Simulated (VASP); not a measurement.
**BiMo (WC type): single point with PBEsol**

The system is BiMo (WC type).

```xyz
2
Lattice="2.5869 0.0000 0.0000 -1.2935 2.2404 0.0000 0.0000 0.0000 3.6625" Properties=species:S:1:pos:R:3 pbc="T T T"
Mo    0.0000    0.0000    0.0000
Bi    0.0000    1.4936    1.8313
```

* Program: VASP 6.6.1
* Task: single point
* Functional: PBEsol
* Potentials or basis: VASP PAW PBE potentials, release 64 (Mo_sv, Bi_d)
* Cutoff: 520 eV
* k mesh: 14 × 14 × 13
* Occupations: fermi-dirac, width 0.1 eV
* Spin: no spin polarisation
* Dipole correction: no
* Further INCAR settings: ALGO = Normal; EDIFF = 1e-06; NBANDS = 22

```yaml
Pressure: 403.1 GPa
Band_gap_on_the_k_mesh: zero (an odd number of electrons rules out a gap without spin polarisation)
```

Stress tensor (GPa, compression positive):
```
402.55   0.00   0.00
  0.00 402.55   0.00
  0.00   0.00 404.34
```

Levels at points of the mesh, in eV from the Fermi level:
```csv
k point,band 10,band 11,band 12,band 13,band 14,band 15,band 16,band 17,band 18,band 19
"(0.00, 0.00, 0.00)",-21.01,-6.80,-4.27,-3.00,-3.00,0.27,0.27,6.17,9.62,12.42
"(0.50, 0.00, 0.00)",-12.82,-11.20,-8.23,-6.10,0.12,2.73,4.71,5.25,5.77,7.62
```

Wall time 110 s on 1 thread of Intel Xeon 8259CL, on a shared host, peak memory 0.19 GiB.

Caveat: the cell stands under pressure; the PAW data sets were made with another functional, which shifts forces and pressure a little; spin-orbit coupling is left out, which moves the levels of the heavy elements.
